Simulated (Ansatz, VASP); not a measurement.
**HfO2: VASP beside Ansatz**

```
Hf O
1.0
     4.81353    0.00000    0.00000
     0.00000    4.81353    0.00000
     0.00000    0.00000    3.20542
Hf O
2 4
Direct
  0.00000 0.00000 0.00000
  0.50000 0.50000 0.50000
  0.19496 0.80504 0.50000
  0.30504 0.30504 0.00000
  0.69496 0.69496 0.00000
  0.80504 0.19496 0.50000
```

Alike in both runs: task relaxation of cell and atoms; functional PBE; k mesh 4 × 4 × 6; occupations gaussian, width 0.1 eV; no spin polarisation.

```csv
,VASP,Ansatz
version,VASP 6.6.1,Ansatz 0.2.0
potentials or method,"VASP PAW PBE potentials, release 64 (Hf_pv, O), cutoff 600 eV","scalar-relativistic, plane waves, PAW"
valence electrons in the cell,44,76
```

|  | VASP | Ansatz | Ansatz less VASP |
| --- | --- | --- | --- |
| gap on the k mesh at the Fermi level, each at its own relaxed structure (eV) | 3.90 | 3.90 | 0.000 |
| relaxed volume (Å³/atom) | 12.67 | 12.84 | +0.160 |
| relaxed length of the cell vector where the two differ most in proportion (Å) | 3.224 | 3.239 | +0.0150 |

VASP's potentials hold 44 valence electrons a cell and Ansatz's 76, so a difference there can come from the potentials and not from the codes.

Spin-orbit coupling is off throughout.
